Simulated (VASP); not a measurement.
Set up this calculation in VASP 6.6.1, as the native input.

| Item | Value |
| --- | --- |
| Task | single point |
| Functional | PBE |
| Potentials or basis | VASP PAW PBE potentials, release 64 (Cd, Se) |
| Cutoff | 520 eV |
| k mesh | 8 × 8 × 8 |
| Occupations | fermi-dirac, width 0.03 eV |
| Spin | no spin polarisation |
| Dipole correction | no |
| Further INCAR settings | ALGO = Normal; EDIFF = 1e-06; NBANDS = 16 |

The structure of CdSe lies in POSCAR:

```
CdSe
1.0
    0.0000000000      3.0702711986      3.1316766226
    3.0702711986      0.0000000000      3.1316766226
    3.0702711986      3.0702711986      0.0000000000
Cd Se
1 1
Direct
    0.0000000000      0.0000000000      0.0000000000
    0.2500000000      0.2500000000      0.2500000000
```

This cell differs from its parent crystal: zz strain of +2 %.

The input as run:

INCAR

```
SYSTEM = CdSe
PREC = Accurate
ENCUT = 520
EDIFF = 1E-6
ISMEAR = -1
SIGMA = 0.03
LREAL = .FALSE.
LASPH = .TRUE.
NELM = 80
ALGO = Normal
ISIF = 2
LWAVE = .FALSE.
LCHARG = .FALSE.
GGA = PE
NBANDS = 16
```

KPOINTS

```
regular mesh
0
G
  8 8 8
  0 0 0
```

Potentials or basis: VASP PAW PBE potentials, release 64 (Cd, Se).

The run is started by

```bash
$ cat potpaw_PBE.64/Cd/POTCAR potpaw_PBE.64/Se/POTCAR > POTCAR
$ mpirun -np 1 vasp_std > vasp.out
```

Results of the run:

```
Pressure               : 0.6 GPa
Band gap on the k mesh : 0.49 eV, direct
```

Caveat: the cell differs from its parent crystal (zz strain of +2 %).

Run time: 21 s on 1 thread of Intel(R) Xeon(R) 6975P-C (Granite Rapids) (shared host), peak memory 0.22 GiB.
